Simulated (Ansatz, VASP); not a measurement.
**Two plane-wave programs on F**

The input INCAR:

```
ALGO = Normal
EDIFF = 1E-6
ENCUT = 520
ISIF = 2
ISMEAR = -1
LASPH = True
LCHARG = True
LELF = True
LREAL = False
LVHAR = True
LWAVE = False
NBANDS = 22
NELM = 60
PREC = Accurate
SIGMA = 0.05
```

File KPOINTS:

```
k-points
0
Gamma
  11 11 5
```

The input POSCAR:

```
F
1.0
    2.4735804038     -1.5450340788      0.2540077505
    2.4735804038      1.5450340788      0.2540077505
   -0.7231400370      0.0000000000      6.1553845809
F
4
Direct
    0.8967117595      0.6044793703      0.1022110163
    0.3955206297      0.1032882405      0.3977889837
    0.1032882405      0.3955206297      0.8977889837
    0.6044793703      0.8967117595      0.6022110163
```

Input for Ansatz:

```yaml
crystal:
  lattice:
    - [2.4735804038, -1.5450340788, 0.2540077505]
    - [2.4735804038, 1.5450340788, 0.2540077505]
    - [-0.723140037, 0.0, 6.1553845809]
  atoms:
    - { symbol: F, position: [0.8967117595, 0.6044793703, 0.1022110163] }
    - { symbol: F, position: [0.3955206297, 0.1032882405, 0.3977889837] }
    - { symbol: F, position: [0.1032882405, 0.3955206297, 0.8977889837] }
    - { symbol: F, position: [0.6044793703, 0.8967117595, 0.6022110163] }
hamiltonian:
  xc: lda
  pseudopotentials:
    kind: paw
    azcp:
      F: "pseudopotentials/F.paw.azcp"
basis:
  ecutwfc: 420
  fft_grid_basis: typed
kpoints:
  mp_grid: { grid: [11, 11, 5], shift: [0, 0, 0] }
magnetization:
  spin_polarized: false
scf:
  occupations: { method: fermi_dirac, width: 0.05 }
output:
  stress: true
  write_density: true
  write_potential: true
  elf: true
  volumetric_format: npy
```

Alike in both runs: task single point; functional LDA; k mesh 11 × 11 × 5; occupations fermi-dirac, width 0.05 eV; no spin polarisation.

```csv
,VASP,Ansatz
version,VASP 6.6.1,Ansatz 0.2.0
potentials or method,"VASP PAW LDA potentials, release 64 (F), cutoff 520 eV","plane waves (420 eV) with PAW, scalar-relativistic"
valence electrons in the cell,28,28
```

Ansatz gave:

```
gap on the k mesh at the Fermi level (eV)                     : 2.44
pressure (GPa)                                                : -2.8
traceless stress, the component that is largest in VASP (GPa) : -3.01
```

Q: Estimate VASP's values.

A: gap on the k mesh at the Fermi level (eV): 2.36; pressure (GPa): -1.8; traceless stress, the component that is largest in VASP (GPa): -0.77.

Ansatz warns that its potentials were made for another functional, while VASP's fit it. LDA's correlation is that of Perdew and Zunger in VASP and of Perdew and Wang (1992) in Ansatz.
